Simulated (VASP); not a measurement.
# Ni (I4/mmm) in VASP: further runs

Runs on Ni. Level: PBEsol. Tasks: single point.

Everything below comes from runs of VASP 6.6.1. Logs are shortened: lines on timing, memory, paths and dates and some standing lists are left out, and cuts for length are marked.

## Step 1: The cell of the first run

Symmetry: I4/mmm, No. 139, tetragonal system. The conventional cell has a = 2.767 Å, b = 2.767 Å, c = 2.975 Å, α = 90.00°, β = 90.00°, γ = 90.00°. Within 3.2 Å of Ni (site symmetry 4/mmm) lie 14 Ni at 2.46 to 2.97 Å.

## Step 2: Single point, PBEsol, collinear spin, ferromagnetic start (strain +0.0750 x Voigt [0, 1, 0, 0, 0, 0])

The input, INCAR:

```
ALGO = Normal ; EDIFF = 1E-6
ENCUT = 520 ; GGA = PS
ISIF = 2 ; ISMEAR = 0
ISPIN = 2 ; LASPH = True
LCHARG = True ; LELF = True
LMAXMIX = 4 ; LORBIT = 11
LREAL = False ; LVHAR = True
LWAVE = False ; MAGMOM = 0.5
NBANDS = 15 ; NELM = 150
PREC = Accurate ; SIGMA = 0.15
```

The input, KPOINTS:

```
k-points
0
Gamma
  24 24 24
```

The input, POSCAR:

```
Ni
1.0
   -1.3837154700      1.4874941302      1.3837154700
    1.3837154700     -1.4874941302      1.3837154700
    1.3837154700      1.4874941302     -1.3837154700
Ni
1
Direct
    0.0000000000      0.0000000000      0.0000000000
```

Potentials or basis: VASP PAW PBE potentials, release 64 (Ni).

Run with:

```console
cat potpaw_PBE.64/Ni/POTCAR > POTCAR
mpirun -np 1 vasp_std > vasp.out
```

OUTCAR:

```text
EDIFF = 1E-6
   ENCUT = 520
   GGA = PS
   ISIF = 2
   ISMEAR = 0
   ISPIN = 2
   LASPH = True
   LORBIT = 11
   LREAL = False
   NELM = 150
   PREC = Accurate

 ion  position               nearest neighbor table
   1  0.000  0.000  0.000-

  LATTYP: Found a body centered tetragonal cell.
 ALAT       =     2.7674309400
 C/A-ratio  =     1.0750000000

  Lattice vectors:

 A1 = (  -1.3837154700,  -1.4874941302,   1.3837154700)
 A2 = (   1.3837154700,  -1.4874941302,  -1.3837154700)
 A3 = (   1.3837154700,   1.4874941302,   1.3837154700)

Analysis of symmetry for initial positions (statically):
=====================================================================
 Subroutine PRICEL returns:
 Original cell was already a primitive cell.

 Routine SETGRP: Setting up the symmetry group for a
 body centered tetragonal supercell.

 Subroutine GETGRP returns: Found 16 space group operations
 (whereof 16 operations were pure point group operations)
 out of a pool of 16 trial point group operations.

The static configuration has the point symmetry D_4h.

Analysis of symmetry for dynamics (positions and initial velocities):
=====================================================================
 Subroutine PRICEL returns:
 Original cell was already a primitive cell.

 Routine SETGRP: Setting up the symmetry group for a
 body centered tetragonal supercell.

 Subroutine GETGRP returns: Found 16 space group operations
 (whereof 16 operations were pure point group operations)
 out of a pool of 16 trial point group operations.

The dynamic configuration has the point symmetry D_4h.

Analysis of structural, dynamic, and magnetic symmetry:
=====================================================================
 Subroutine PRICEL returns:
 Original cell was already a primitive cell.

 Routine SETGRP: Setting up the symmetry group for a
 body centered tetragonal supercell.

 Subroutine GETGRP returns: Found 16 space group operations
 (whereof 16 operations were pure point group operations)
 out of a pool of 16 trial point group operations.

The overall configuration has the point symmetry D_4h.

 Subroutine INISYM returns: Found 16 space group operations
 (whereof 16 operations are pure point group operations),
 and found     1 'primitive' translations

----------------------------------------------------------------------------------------

                                     Primitive cell

  volume of cell :      11.3922

  direct lattice vectors                    reciprocal lattice vectors
    -1.383715470  1.487494130  1.383715470     0.000000000  0.336135780  0.361345964
[... 126 lines left out ...]
  ext. energy  EPLUGINS =         0.00000000
  ---------------------------------------------------
  free energy    TOTEN  =        -6.00410919 eV

  energy without entropy =       -5.98328075  energy(sigma->0) =       -5.99369497

 E-fermi :   8.4583     XC(G=0): -13.1596

 val. band max:        8.4581737404   @ k =   0.5000   0.0833   0.0000
 cond. band min:       8.4599609203   @ k =   0.1667   0.3750   0.0417
 fundamental gap:      0.0017871799
 Fermi energy:         8.4583435510

 spin component 1

 k-point     1 :       0.0000    0.0000    0.0000
  band No.  band energies     occupation
      1      -0.1862      1.00000
      2       6.1521      1.00000
      3       6.1521      1.00000
      4       6.4804      1.00000
      5       7.3159      1.00000
      6       7.7306      1.00000
      7      33.4155      0.00000
      8      34.7712      0.00000
      9      34.7712      0.00000
     10      38.2283      0.00000
     11      38.4158      0.00000
     12      39.6019      0.00000
     13      39.6888      0.00000
     14      39.6888      0.00000
[... 403 lines left out ...]
      4       7.5439      1.00000
      5       7.8786      1.00000
      6       8.5727      0.14048
      7      15.2524      0.00000
      8      27.4514      0.00000
      9      28.4509      0.00000
     10      32.6510      0.00000
     11      35.7469      0.00000
     12      40.6151      0.00000
     13      46.1011      0.00000
     14      49.5389      0.00000
     15      52.9670      0.00000

 [... further k-points ...]

 spin component 2

 k-point     1 :       0.0000    0.0000    0.0000
  band No.  band energies     occupation
      1      -0.1905      1.00000
      2       6.8298      1.00000
      3       6.8298      1.00000
      4       7.1102      1.00000
      5       7.9079      1.00000
      6       8.2438      0.97844
      7      33.3249      0.00000
      8      34.6957      0.00000
      9      34.6957      0.00000
     10      38.3599      0.00000
     11      38.3984      0.00000
     12      39.5354      0.00000
     13      39.8434      0.00000
     14      39.8435      0.00000
[... 403 lines left out ...]
      4       8.0166      0.99998
      5       8.3816      0.76545
      6       9.1342      0.00000
      7      15.5573      0.00000
      8      27.4354      0.00000
      9      28.5449      0.00000
     10      32.7471      0.00000
     11      35.8392      0.00000
     12      40.6422      0.00000
     13      46.0952      0.00000
     14      49.6331      0.00000
     15      53.5806      0.00000

 [... further k-points ...]

------------------------ aborting loop because EDIFF is reached ----------------------------------------

  FORCE on cell =-STRESS in cart. coord.  units (eV):
  Direction    XX          YY          ZZ          XY          YZ          ZX
  --------------------------------------------------------------------------------------
  -------------------------------------------------------------------------------------
  Total       -1.2109106     -0.8524366     -1.2109106      0.0000000      0.0000000      0.0000000
  in kB     -170.2996741   -119.8847235   -170.2996741      0.0000000      0.0000000      0.0000000
  external PRESSURE =    -153.4946906 kB  Pullay stress =       0.0000000 kB

 VOLUME and BASIS-vectors are now :
 -----------------------------------------------------------------------------
  energy-cutoff  :      520.00
  volume of cell :       11.39
      direct lattice vectors                 reciprocal lattice vectors
    -1.383715470  1.487494130  1.383715470     0.000000000  0.336135780  0.361345964
     1.383715470 -1.487494130  1.383715470     0.361345964  0.000000000  0.361345964
     1.383715470  1.487494130 -1.383715470     0.361345964  0.336135780  0.000000000

 POSITION                                       TOTAL-FORCE (eV/Angst)
 -----------------------------------------------------------------------------------
      0.00000      0.00000      0.00000        -0.000000     -0.000000      0.000000
 -----------------------------------------------------------------------------------
    total drift:                                0.000000     -0.000000      0.000000

  FREE ENERGIE OF THE ION-ELECTRON SYSTEM (eV)
  ---------------------------------------------------
  free  energy   TOTEN  =        -6.0041091932 eV

  energy  without entropy=       -5.9832807526  energy(sigma->0) =       -5.99369497

 total charge

# of ion       s       p       d       tot
------------------------------------------
    1        0.477   0.456   8.307   9.239

 magnetization (x)

# of ion       s       p       d       tot
------------------------------------------
    1       -0.004  -0.018   0.611   0.588
```

stdout:

```text
POSCAR found type information on POSCAR Ni
 POSCAR found :  1 types and       1 ions
 scaLAPACK will be used
 -----------------------------------------------------------------------------
|                                                                             |
|                                                                             |
|     You enforced a specific xc type in the INCAR file but a different       |
|     I HOPE YOU KNOW WHAT YOU ARE DOING!                                     |
|                                                                             |
 -----------------------------------------------------------------------------

 LDA part: xc-table for (Slater+PW92), standard interpolation
 POSCAR, INCAR and KPOINTS ok, starting setup
 FFT: planning ... GRIDC
 FFT: planning ... GRID_SOFT
 FFT: planning ... GRID
 WAVECAR not read
 entering main loop
```

Wall time 3 min (1 thread of Oxide Virtual Turin-like, shared host); peak memory 0.32 GiB.

Results:

* Free energy: -6.0041 eV
* Pressure: -15.3 GPa
* Net moment: 0.58 μB per cell
* Site moments: Ni +0.59 μB
* Valence electrons inside the program's atomic spheres: Ni 9.24

Caveat: the cell differs from its parent crystal (strain +0.0750 x Voigt [0, 1, 0, 0, 0, 0]); the stress differs along the axes, from -17 to -12 GPa; the PAW data sets were made with another functional, which shifts forces and pressure a little.

## Step 3: Single point, PBEsol, collinear spin, ferromagnetic start (strain +0.1125 x Voigt [0, 1, 0, 0, 0, 0])

The input, INCAR:

```
PREC = Accurate
ENCUT = 520
EDIFF = 1E-6
ISMEAR = 0
SIGMA = 0.15
LREAL = False
LASPH = True
NELM = 150
ALGO = Normal
ISIF = 2
LWAVE = False
LCHARG = False
ISPIN = 2
MAGMOM = 0.5
LORBIT = 11
LMAXMIX = 4
GGA = PS
NBANDS = 15
```

The input, KPOINTS:

```
Automatic mesh
0
Gamma
  24 24 24
```

The input, POSCAR:

```
Ni
1.0
   -1.3837154700      1.5393834604      1.3837154700
    1.3837154700     -1.5393834604      1.3837154700
    1.3837154700      1.5393834604     -1.3837154700
Ni
1
Direct
    0.0000000000      0.0000000000      0.0000000000
```

Potentials or basis: VASP PAW PBE potentials, release 64 (Ni).

Run with:

```console
cat potpaw_PBE.64/Ni/POTCAR > POTCAR
mpirun -np 1 vasp_std > vasp.out
```

It took 5.6 min on 1 thread of Oxide Virtual Turin-like, shared host; peak memory 0.33 GiB.

Results (log left out):

| Quantity | Value |
| --- | --- |
| Free energy | -5.9701 eV |
| Pressure | -19.8 GPa |
| Net moment | 0.60 μB per cell |
| Site moments | Ni +0.62 μB |
| Valence electrons inside the program's atomic spheres | Ni 9.19 |

Stress tensor (GPa, compression positive):
```
-21.96   0.00   0.00
  0.00 -15.54   0.00
  0.00   0.00 -21.96
```

Levels at points of the mesh, in eV from the Fermi level:
Spin up:
```csv
k point,band 2,band 3,band 4,band 5,band 6,band 7,band 8,band 9
"(0.00, 0.00, 0.00)",-2.29,-2.29,-1.84,-1.27,-0.73,24.24,25.98,25.98
"(0.50, 0.00, 0.00)",-2.76,-1.30,-0.74,-0.24,0.08,5.48,19.27,19.93
"(0.00, 0.50, 0.00)",-3.33,-0.72,-0.67,-0.17,0.88,6.61,16.70,16.90
"(0.50, 0.50, 0.50)",-3.81,-0.44,-0.36,-0.36,6.73,10.60,10.60,13.10
```
Spin down:
```csv
k point,band 2,band 3,band 4,band 5,band 6,band 7,band 8,band 9
"(0.00, 0.00, 0.00)",-1.58,-1.58,-1.20,-0.63,-0.18,24.13,25.91,25.91
"(0.50, 0.00, 0.00)",-2.14,-0.71,-0.11,0.05,0.52,5.87,19.21,20.03
"(0.00, 0.50, 0.00)",-2.70,-0.08,-0.04,0.64,0.85,6.92,16.67,16.97
"(0.50, 0.50, 0.50)",-3.34,0.26,0.44,0.44,6.74,10.63,10.63,13.25
```

Caveat: the cell differs from its parent crystal (strain +0.1125 x Voigt [0, 1, 0, 0, 0, 0]); the stress differs along the axes, from -22 to -16 GPa; the PAW data sets were made with another functional, which shifts forces and pressure a little.
